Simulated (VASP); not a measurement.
# Ru (P6_3/mmc) in VASP: notebook, part 2 of 2

VASP 6.6.1. The steps go on from the part before.

## Step 3: Single point, PBEsol

This run uses another cell than the first one, of 16.72 Å³/atom, 1.554 times its volume.

Contents of INCAR:

```
ALGO     = Fast           # electronic algorithm
EDIFF    = 1E-7           # SCF threshold, eV
ENCUT    = 520            # plane-wave cutoff, eV
GGA      = PS             # functional
ISIF     = 2              # what is computed and relaxed
ISMEAR   = 0              # smearing method
LASPH    = True           # aspherical terms in the spheres
LCHARG   = False          # write CHGCAR
LREAL    = False          # projectors in reciprocal space
LWAVE    = False          # write WAVECAR
NBANDS   = 21             # bands
NELM     = 100            # most SCF steps
PREC     = Accurate       # precision mode
SIGMA    = 0.15           # smearing width, eV
```

Contents of KPOINTS:

```
k-points
0
Gamma
  18 18 10
```

Contents of POSCAR:

```
Ru
1.0
    2.8780000000      0.0000000000      0.0000000000
   -1.4390000000      2.4924211121      0.0000000000
    0.0000000000      0.0000000000      4.6606000000
Ru
2
Direct
    0.3333333333      0.6666666667      0.2500000000
    0.6666666667      0.3333333333      0.7500000000
```

Potentials or basis: VASP PAW PBE potentials, release 64 (Ru_pv).

Command:

```sh
$ cat potpaw_PBE.64/Ru_pv/POTCAR > POTCAR
$ mpirun -np 1 vasp_std > vasp.out
```

OUTCAR:

```text
EDIFF = 1E-7
   ENCUT = 520
   GGA = PS
   ISIF = 2
   ISMEAR = 0
   LASPH = True
   LREAL = False
   NELM = 100
   PREC = Accurate

 ion  position               nearest neighbor table
   1  0.333  0.667  0.250-   2 2.86   2 2.86   2 2.86   2 2.86   2 2.86   2 2.86
   2  0.667  0.333  0.750-   1 2.86   1 2.86   1 2.86   1 2.86   1 2.86   1 2.86

  LATTYP: Found a hexagonal cell.
 ALAT       =     2.8780000000
 C/A-ratio  =     1.6193884642

  Lattice vectors:

 A1 = (   2.8780000000,   0.0000000000,   0.0000000000)
 A2 = (  -1.4390000000,   2.4924211121,   0.0000000000)
 A3 = (   0.0000000000,   0.0000000000,   4.6606000000)

Analysis of symmetry for initial positions (statically):
=====================================================================
 Subroutine PRICEL returns:
 Original cell was already a primitive cell.

 Routine SETGRP: Setting up the symmetry group for a
 hexagonal supercell.

 Subroutine GETGRP returns: Found 24 space group operations
 (whereof 12 operations were pure point group operations)
 out of a pool of 24 trial point group operations.

The static configuration has the point symmetry D_3d.
 The point group associated with its full space group is D_6h.

Analysis of symmetry for dynamics (positions and initial velocities):
=====================================================================
 Subroutine PRICEL returns:
 Original cell was already a primitive cell.

 Routine SETGRP: Setting up the symmetry group for a
 hexagonal supercell.

 Subroutine GETGRP returns: Found 24 space group operations
 (whereof 12 operations were pure point group operations)
 out of a pool of 24 trial point group operations.

The dynamic configuration has the point symmetry D_3d.
 The point group associated with its full space group is D_6h.

 Subroutine INISYM returns: Found 24 space group operations
 (whereof 12 operations are pure point group operations),
 and found     1 'primitive' translations

----------------------------------------------------------------------------------------

                                     Primitive cell

  volume of cell :      33.4314

  direct lattice vectors                    reciprocal lattice vectors
     2.878000000  0.000000000  0.000000000     0.347463516  0.200608155  0.000000000
    -1.439000000  2.492421112  0.000000000     0.000000000  0.401216309  0.000000000
     0.000000000  0.000000000  4.660600000     0.000000000  0.000000000  0.214564648

  length of vectors
     2.878000000  2.878000000  4.660600000     0.401216309  0.401216309  0.214564648

  position of ions in fractional coordinates (direct lattice)
     0.333333333  0.666666667  0.250000000
     0.666666667  0.333333333  0.750000000

  ion indices of the primitive-cell ions
   primitive index   ion index
                 1           1
                 2           2

----------------------------------------------------------------------------------------

 KPOINTS: k-points

Automatic generation of k-mesh.
 Grid dimensions read from file:
 generate k-points for:   18   18   10

 Generating k-lattice:

  Cartesian coordinates                     Fractional coordinates (reciprocal lattice)
     0.019303529  0.011144897  0.000000000     0.055555556  0.000000000  0.000000000
     0.000000000  0.022289795  0.000000000     0.000000000  0.055555556  0.000000000
     0.000000000  0.000000000  0.021456465     0.000000000  0.000000000  0.100000000

  Length of vectors
     0.022289795  0.022289795  0.021456465

  Shift w.r.t. Gamma in fractional coordinates (k-lattice)
     0.000000000  0.000000000  0.000000000

 Subroutine IBZKPT returns following result:
 ===========================================

 Found    222 irreducible k-points:

 Following reciprocal coordinates:
            Coordinates               Weight
  0.000000  0.000000  0.000000      1.000000
  0.055556  0.000000  0.000000      6.000000
  0.111111  0.000000  0.000000      6.000000
  0.166667  0.000000  0.000000      6.000000
  0.222222  0.000000  0.000000      6.000000
  0.277778  0.000000  0.000000      6.000000
[... 16 lines left out ...]
  0.333333  0.111111  0.000000     12.000000
  0.388889  0.111111  0.000000     12.000000
 [... further k-points ...]
   k-points           NKPTS =    222   k-points in BZ     NKDIM =    222   number of bands    NBANDS=     21
   number of dos      NEDOS =    301   number of ions     NIONS =      2
   total plane-waves  NPLWV =  20736
   dimension x,y,z NGX =    24 NGY =   24 NGZ =   36
   dimension x,y,z NGXF=    48 NGYF=   48 NGZF=   72
   ions per type =               2
   NGX,Y,Z   is equivalent  to a cutoff of  13.86, 13.86, 12.84 a.u.
   NGXF,Y,Z  is equivalent  to a cutoff of  27.73, 27.73, 25.68 a.u.
 SYSTEM =  unknown system
   PREC   = accura    normal or accurate (medium, high low for compatibility)
   ISTART =      0    job   : 0-new  1-cont  2-samecut
   ICHARG =      2    charge: 1-file 2-atom 10-const
   ISPIN  =      1    spin polarized calculation?
   LNONCOLLINEAR =      F non collinear calculations
   LSORBIT =      F    spin-orbit coupling
   LASPH  =      T    aspherical Exc in radial PAW
   ENCUT  =  520.0 eV  38.22 Ry    6.18 a.u.   5.35  5.35  8.67*2*pi/ulx,y,z
   NELM   =    100;   NELMIN=  2; NELMDL= -5     # of ELM steps
   EDIFF  = 0.1E-06   stopping-criterion for ELM
   LREAL  =      F    real-space projection
   EDIFFG = 0.1E-05   stopping-criterion for IOM
   NSW    =      0    number of steps for IOM
   IBRION =     -1    ionic relax: 0-MD 1-quasi-New 2-CG
   NFREE  =      0    steps in history (QN), initial steepest desc. (CG)
   ISIF   =      2    stress and relaxation
   ISYM   =      2    0-nonsym 1-usesym 2-fastsym
   POTIM  = 0.5000    time-step for ionic-motion
   TEBEG  =    0.0;   TEEND  =   0.0 temperature during run
   PSTRESS=    0.0 pullay stress
   NELECT =      28.0000    total number of electrons
   NUPDOWN=      -1.0000    fix difference up-down
   EMIN   =  10.00;   EMAX   =-10.00  energy-range for DOS
   EFERMI =   0.00;   METHOD = LEGACY
   ISMEAR =     0;   SIGMA  =   0.15  broadening in eV -4-tet -1-fermi 0-gaus
   EFERMI_NEDOS =   21; number of points for ismear=-14 and -15
   IALGO  =     68    algorithm
   IMIX   =      4    mixing-type and parameters
     AMIX     =   0.40;   BMIX     =  1.00
     AMIX_MAG =   1.60;   BMIX_MAG =  1.00
  volume/ion in A,a.u.               =      16.72       112.80
  Fermi-wavevector in a.u.,A,eV,Ry     =   1.543155  2.916140 32.399917  2.381327
  Thomas-Fermi vector in A             =   2.648858
   LORBIT       =      0    0 simple, 1 ext, 2 COOP (PROOUT), +10 PAW based schemes
   GGA     = PS    functional components
   LHFCALC =     F    Hartree Fock is set to
   AEXX    =    0.0000 exact exchange contribution
   IVDW    =     0    specifies the selected vdW correction
   LEPSILON=     F    determine dielectric tensor
   LRPA    =     F    only Hartree local field effects (RPA)
 non-spin polarized calculation
 RMM-DIIS sequential band-by-band and
 Gauss-broadening in eV      SIGMA  =   0.15
  energy-cutoff  :      520.00
  volume of cell :       33.43
 maximum number of plane-waves:       923
 NGX is ok and might be reduce to    24
   NGX = 11   NGY = 11   NGZ = 17

 number of electron      28.0000009 magnetization

 Free energy of the ion-electron system (eV)
  ---------------------------------------------------
  ext. energy  EPLUGINS =         0.00000000
  ---------------------------------------------------
  free energy    TOTEN  =       -19.13380786 eV

  energy without entropy =      -19.10896478  energy(sigma->0) =      -19.12138632

 E-fermi :   9.2486     XC(G=0): -13.0301

 val. band max:        9.2466255029   @ k =   0.3889   0.1111   0.4000
 cond. band min:       9.2487555957   @ k =   0.1667   0.1667   0.0000
 fundamental gap:      0.0021300928
 Fermi energy:         9.2486210363

 k-point     1 :       0.0000    0.0000    0.0000
  band No.  band energies     occupation
      1     -33.6919      2.00000
      2     -33.2315      2.00000
      3     -33.2315      2.00000
      4     -33.1564      2.00000
      5     -33.1542      2.00000
      6     -33.1542      2.00000
[... 13 lines left out ...]
     20      19.8452      0.00000
     21      19.8475      0.00000

 k-point     2 :       0.0556    0.0000    0.0000
  band No.  band energies     occupation
      1     -33.6867      2.00000
      2     -33.2432      2.00000
      3     -33.2353      2.00000
      4     -33.1664      2.00000
      5     -33.1586      2.00000
      6     -33.1561      2.00000
[... 520 lines left out ...]
 k-point    24 :       0.3889    0.1111    0.0000
  band No.  band energies     occupation
      1     -33.5971      2.00000
      2     -33.5175      2.00000
      3     -33.4618      2.00000
      4     -33.3700      2.00000
      5     -33.2865      2.00000
      6     -33.2522      2.00000
[... 13 lines left out ...]
     20      19.1447      0.00000
     21      20.0086      0.00000

 [... further k-points ...]
[... 5 lines left out ...]
  --------------------------------------------------------------------------------------
  -------------------------------------------------------------------------------------
  Total       -8.8798953     -8.8798953    -10.5291984      0.0000000      0.0000000     -0.0000000
  in kB     -425.5635118   -425.5635118   -504.6053496      0.0000000      0.0000000     -0.0000000
  external PRESSURE =    -451.9107911 kB  Pullay stress =       0.0000000 kB

 VOLUME and BASIS-vectors are now :
 -----------------------------------------------------------------------------
  energy-cutoff  :      520.00
  volume of cell :       33.43
      direct lattice vectors                 reciprocal lattice vectors
     2.878000000  0.000000000  0.000000000     0.347463516  0.200608155  0.000000000
    -1.439000000  2.492421112  0.000000000     0.000000000  0.401216309  0.000000000
     0.000000000  0.000000000  4.660600000     0.000000000  0.000000000  0.214564648

 POSITION                                       TOTAL-FORCE (eV/Angst)
 -----------------------------------------------------------------------------------
     -0.00000      1.66161      1.16515        -0.000000      0.000000      0.000000
      1.43900      0.83081      3.49545         0.000000     -0.000000      0.000000
 -----------------------------------------------------------------------------------
    total drift:                               -0.000000      0.000000     -0.000000

  FREE ENERGIE OF THE ION-ELECTRON SYSTEM (eV)
  ---------------------------------------------------
  free  energy   TOTEN  =       -19.1338078618 eV

  energy  without entropy=      -19.1089647762  energy(sigma->0) =      -19.12138632
```

Wall time 71 s (1 thread of Intel Xeon Platinum 8488C (Sapphire Rapids), shared host); peak memory 0.24 GiB.

What came out:

```yaml
Free_energy: -19.1338 eV
Pressure: -45.2 GPa
Band_gap_on_the_k_mesh: zero (band 14 reaches 10.36 eV, above the bottom of band 15 at 8.15 eV)
```

Caveat: the PAW data sets were made with another functional, which shifts forces and pressure a little.
